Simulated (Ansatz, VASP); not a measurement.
# Two plane-wave programs on BaZn2F6

The input INCAR:

```
PREC = Accurate ; ENCUT = 520
EDIFF = 1E-6 ; ISMEAR = 0
SIGMA = 0.1 ; LREAL = False
LASPH = True ; NELM = 60
ALGO = Normal ; ISIF = 2
LWAVE = False ; LCHARG = False
GGA = PE ; NBANDS = 48
```

The input KPOINTS:

```
regular mesh
0
Gamma
  4 4 4
```

File POSCAR:

```
BaZn2F6
1.0
    0.0000000000      3.9929297800      3.9929297800
    3.9929297800      0.0000000000      3.9929297800
    3.9929297800      3.9929297800      0.0000000000
Ba Zn F
1 2 6
Direct
    0.0000000000      0.0000000000      0.0000000000
    0.2500000000      0.2500000000      0.2500000000
    0.7500000000      0.7500000000      0.7500000000
    0.7619999900      0.2380000100      0.2380000100
    0.2380000100      0.7619999900      0.2380000100
    0.2380000100      0.7619999900      0.7619999900
    0.7619999900      0.2380000100      0.7619999900
    0.2380000100      0.2380000100      0.7619999900
    0.7619999900      0.7619999900      0.2380000100
```

Input for Ansatz:

```yaml
crystal:
  lattice:
    - [0.0, 3.99292978, 3.99292978]
    - [3.99292978, 0.0, 3.99292978]
    - [3.99292978, 3.99292978, 0.0]
  atoms:
    - { symbol: Ba, position: [0.0, 0.0, 0.0] }
    - { symbol: Zn, position: [0.25, 0.25, 0.25] }
    - { symbol: Zn, position: [0.75, 0.75, 0.75] }
    - { symbol: F, position: [0.76199999, 0.23800001, 0.23800001] }
    - { symbol: F, position: [0.23800001, 0.76199999, 0.23800001] }
    - { symbol: F, position: [0.23800001, 0.76199999, 0.76199999] }
    - { symbol: F, position: [0.76199999, 0.23800001, 0.76199999] }
    - { symbol: F, position: [0.23800001, 0.23800001, 0.76199999] }
    - { symbol: F, position: [0.76199999, 0.76199999, 0.23800001] }
basis:
  ecutwfc: 420
kpoints:
  mp_grid: { grid: [4, 4, 4] }
hamiltonian:
  xc: pbe
scf:
  occupations: { method: gaussian, width: 0.1 }
  lower_state_search: "off"
output:
  forces: true
  stress: true
  eigenvalues: true
```

Change from the starting cell: species swapped into the Rb2PdI6 type (Fm-3m, No. 225).

Alike in both runs: task single point; functional PBE; k mesh 4 × 4 × 4; occupations gaussian, width 0.1 eV; no spin polarisation.

```csv
,VASP,Ansatz
version,VASP 6.6.1,Ansatz 0.2.0
potentials or method,"VASP PAW PBE potentials, release 64 (Ba_sv, Zn, F), cutoff 520 eV","scalar-relativistic, plane waves, PAW"
valence electrons in the cell,76,76
```

Ansatz gave:

* gap on the k mesh at the Fermi level (eV): none
* rms of the force components (eV/Å): 3.994

**Question.** Estimate VASP's values.

**Answer.** gap on the k mesh at the Fermi level (eV): none; rms of the force components (eV/Å): 5.410.

Atom by atom the forces differ by 1.416 eV/Å (rms over components). A gap of «none» marks a metal or a gap that the smearing closes.

Neither program's run includes spin-orbit coupling.
